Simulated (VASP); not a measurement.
# NaH6Os2 (F-43m) in VASP: notebook, part 2 of 2

VASP 6.6.1.

### 3 Relaxation of cell and atoms, PBE

This run uses another cell than the first one, of 9.33 Å³/atom.

Input file INCAR:

```
SYSTEM = NaH6Os2
PREC = Accurate
ENCUT = 600
EDIFF = 1E-6
ISMEAR = 0
SIGMA = 0.1
LREAL = .False.
LASPH = .True.
NELM = 60
ALGO = Normal
ISIF = 3
LWAVE = .False.
LCHARG = .False.
GGA = PE
IBRION = 2
NSW = 100
EDIFFG = -0.01
```

Input file KPOINTS:

```
regular mesh
0
Gamma
  10 10 10
  0 0 0
```

Input file POSCAR:

```
NaH6Os2
1.0
    0.0000000000      3.4758647180      3.4758647180
    3.4758647180      0.0000000000      3.4758647180
    3.4758647180      3.4758647180      0.0000000000
Na H Os
1 6 2
Direct
    0.5000000000      0.5000000000      0.5000000000
    0.7617460336      0.2382539664      0.2382539664
    0.2382539664      0.7617460336      0.7617460336
    0.2382539664      0.2382539664      0.7617460336
    0.7617460336      0.7617460336      0.2382539664
    0.7617460336      0.2382539664      0.7617460336
    0.2382539664      0.7617460336      0.2382539664
    0.2500000000      0.2500000000      0.2500000000
    0.0000000000      0.0000000000      0.0000000000
```

Potentials or basis: VASP PAW PBE potentials, release 64 (Na_pv, H, Os).

Launch:

```bash
$ cat potpaw_PBE.64/Na_pv/POTCAR potpaw_PBE.64/H/POTCAR potpaw_PBE.64/Os/POTCAR > POTCAR
$ mpirun -np 1 vasp_std > vasp.out
```

OUTCAR:

```text
SYSTEM = NaH6Os2
   PREC = Accurate
   ENCUT = 600
   EDIFF = 1E-6
   ISMEAR = 0
   LREAL = .False.
   LASPH = .True.
   NELM = 60
   ISIF = 3
   GGA = PE
   IBRION = 2
   NSW = 100
   EDIFFG = -0.01

 ion  position               nearest neighbor table
   1  0.500  0.500  0.500-   2 1.82   3 1.82   4 1.82   5 1.82   6 1.82   7 1.82   8 3.01   8 3.01
                             8 3.01   8 3.01
   2  0.762  0.238  0.238-   9 1.66   1 1.82
   3  0.238  0.762  0.762-   9 1.66   1 1.82
   4  0.238  0.238  0.762-   9 1.66   1 1.82
   5  0.762  0.762  0.238-   9 1.66   1 1.82
   6  0.762  0.238  0.762-   9 1.66   1 1.82
   7  0.238  0.762  0.238-   9 1.66   1 1.82
   8  0.250  0.250  0.250-   9 3.01   9 3.01   9 3.01   1 3.01   1 3.01   1 3.01   9 3.01   1 3.01

   9  0.000  0.000  0.000-   2 1.66   3 1.66   4 1.66   5 1.66   6 1.66   7 1.66   8 3.01   8 3.01
                             8 3.01   8 3.01

  LATTYP: Found a face centered cubic cell.
 ALAT       =     6.9517294360

  Lattice vectors:

 A1 = (   0.0000000000,   3.4758647180,   3.4758647180)
 A2 = (   3.4758647180,   0.0000000000,   3.4758647180)
 A3 = (   3.4758647180,   3.4758647180,   0.0000000000)

[... 190 lines left out ...]

------------------------ aborting loop because EDIFF is reached ----------------------------------------

  FORCE on cell =-STRESS in cart. coord.  units (eV):
  Direction    XX          YY          ZZ          XY          YZ          ZX
  --------------------------------------------------------------------------------------
  -------------------------------------------------------------------------------------
  Total        0.1051804      0.1051804      0.1051804     -0.0000000     -0.0000000     -0.0000000
  in kB        2.0064424      2.0064424      2.0064424     -0.0000000     -0.0000000     -0.0000000
  external PRESSURE =       2.0064424 kB  Pullay stress =       0.0000000 kB
[... 73 lines left out ...]
--------------------------------------- Ionic step        3  -------------------------------------------

 number of electron      29.0000007 magnetization

 Free energy of the ion-electron system (eV)
  ---------------------------------------------------
  ext. energy  EPLUGINS =         0.00000000
  ---------------------------------------------------
  free energy    TOTEN  =       -37.41692086 eV

  energy without entropy =      -37.37958640  energy(sigma->0) =      -37.39825363

 E-fermi :   2.3731     XC(G=0): -10.0370

 val. band max:        2.3478263440   @ k =   0.5000   0.4000   0.0000
 cond. band min:       2.3771757167   @ k =  -0.3000   0.3000   0.0000
 fundamental gap:      0.0293493727
 Fermi energy:         2.3731101540

 k-point     1 :       0.0000    0.0000    0.0000
  band No.  band energies     occupation
      1     -20.9060      2.00000
      2     -20.9060      2.00000
      3     -20.9060      2.00000
      4      -6.8302      2.00000
      5      -3.6733      2.00000
      6      -3.6733      2.00000
[... 505 lines left out ...]
      6      -3.3664      2.00000
[... 11 lines left out ...]
     18       5.8492      0.00000
     19       6.8035      0.00000

 [... further k-points ...]
[... 5 lines left out ...]
  --------------------------------------------------------------------------------------
  -------------------------------------------------------------------------------------
  Total        0.0040490      0.0040490      0.0040490      0.0000000      0.0000000      0.0000000
  in kB        0.0771525      0.0771525      0.0771525      0.0000000      0.0000000      0.0000000
  external PRESSURE =       0.0771525 kB  Pullay stress =       0.0000000 kB
[... 24 lines left out ...]
  FREE ENERGIE OF THE ION-ELECTRON SYSTEM (eV)
  ---------------------------------------------------
  free  energy   TOTEN  =       -37.4169208638 eV

  energy  without entropy=      -37.3795864017  energy(sigma->0) =      -37.39825363

 reached required accuracy - stopping structural energy minimisation
```

OSZICAR:

```text
N       E                     dE             d eps       ncg     rms          rms(c)
DAV:   1     0.217836954550E+03    0.21784E+03   -0.14463E+04  1786   0.164E+03
DAV:   2    -0.143428514716E+02   -0.23218E+03   -0.22333E+03  1797   0.454E+02
DAV:   3    -0.399823535022E+02   -0.25640E+02   -0.24593E+02  2535   0.129E+02
[... 22 lines left out ...]
DAV:   1    -0.374169624319E+02   -0.80772E-04   -0.15414E-03  1946   0.428E-01    0.653E-02
DAV:   2    -0.374169282411E+02    0.34191E-04   -0.15367E-04  2195   0.118E-01    0.306E-02
DAV:   3    -0.374169295648E+02   -0.13237E-05   -0.13514E-04  2794   0.789E-02    0.209E-02
DAV:   4    -0.374169206560E+02    0.89088E-05   -0.46468E-05  2866   0.493E-02    0.754E-03
DAV:   5    -0.374169208638E+02   -0.20783E-06   -0.23706E-06  1408   0.141E-02
   3 F= -.37416921E+02 E0= -.37398254E+02  d E =-.157403E-03
```

CONTCAR:

```text
NaH6Os2
   1.00000000000000
    -0.0000000000000000    3.4771622300241214    3.4771622300241214
     3.4771622300241214   -0.0000000000000000    3.4771622300241214
     3.4771622300241214    3.4771622300241214   -0.0000000000000000
  Na              H               Os
     1     6     2
Direct
     0.5000000000000000    0.5000000000000000    0.5000000000000000
     0.7615984150135851    0.2384015849864150    0.2384015849864150
     0.2384015849864150    0.7615984150135851    0.7615984150135851
     0.2384015849864150    0.2384015849864150    0.7615984150135851
     0.7615984150135851    0.7615984150135851    0.2384015849864150
     0.7615984150135851    0.2384015849864150    0.7615984150135851
     0.2384015849864150    0.7615984150135851    0.2384015849864150
     0.2500000000000000    0.2500000000000000    0.2500000000000000
     0.0000000000000000    0.0000000000000000    0.0000000000000000

  0.00000000E+00  0.00000000E+00  0.00000000E+00
  0.00000000E+00  0.00000000E+00  0.00000000E+00
  0.00000000E+00  0.00000000E+00  0.00000000E+00
  0.00000000E+00  0.00000000E+00  0.00000000E+00
  0.00000000E+00  0.00000000E+00  0.00000000E+00
  0.00000000E+00  0.00000000E+00  0.00000000E+00
  0.00000000E+00  0.00000000E+00  0.00000000E+00
  0.00000000E+00  0.00000000E+00  0.00000000E+00
  0.00000000E+00  0.00000000E+00  0.00000000E+00
```

Run time: 4.4 min. Hardware: 1 thread of Intel Xeon 8259CL, shared host; peak memory 0.3 GiB.

Results:

```
Free energy                           : -37.4169 eV
Relaxed volume                        : 9.34 Å³/atom
Relaxed cell                          : a = 4.917 Å, b = 4.917 Å, c = 4.917 Å, α = 60.00°, β = 60.00°, γ = 60.00°
Space group after relaxing (to 0.1 Å) : F-43m (No. 216)
Energy gained by relaxing             : 0.0 meV/atom
Ionic steps                           : 3
Pressure after relaxing               : 0.0 GPa
Band gap on the k mesh                : zero (an odd number of electrons rules out a gap without spin polarisation)
```

Step by step:
| step | energy change (eV) | largest force (eV/Å) | pressure (GPa) | volume (Å³) |
| --- | --- | --- | --- | --- |
| 1 | 0.0000 | 0.0321 | 0.20 | 83.99 |
| 2 | -0.0001 | 0.0152 | -0.11 | 84.13 |
| 3 | -0.0002 | 0.0010 | 0.01 | 84.08 |

Final structure:
```yaml
crystal:
  lattice:
    - [0.00000, 3.47716, 3.47716]
    - [3.47716, 0.00000, 3.47716]
    - [3.47716, 3.47716, 0.00000]
  atoms:
    - { symbol: Na, position: [0.50000, 0.50000, 0.50000] }
    - { symbol: H, position: [0.76160, 0.23840, 0.23840] }
    - { symbol: H, position: [0.23840, 0.76160, 0.76160] }
    - { symbol: H, position: [0.23840, 0.23840, 0.76160] }
    - { symbol: H, position: [0.76160, 0.76160, 0.23840] }
    - { symbol: H, position: [0.76160, 0.23840, 0.76160] }
    - { symbol: H, position: [0.23840, 0.76160, 0.23840] }
    - { symbol: Os, position: [0.25000, 0.25000, 0.25000] }
    - { symbol: Os, position: [0.00000, 0.00000, 0.00000] }
```

Caveat: spin-orbit coupling is left out, which moves the levels of the heavy elements.
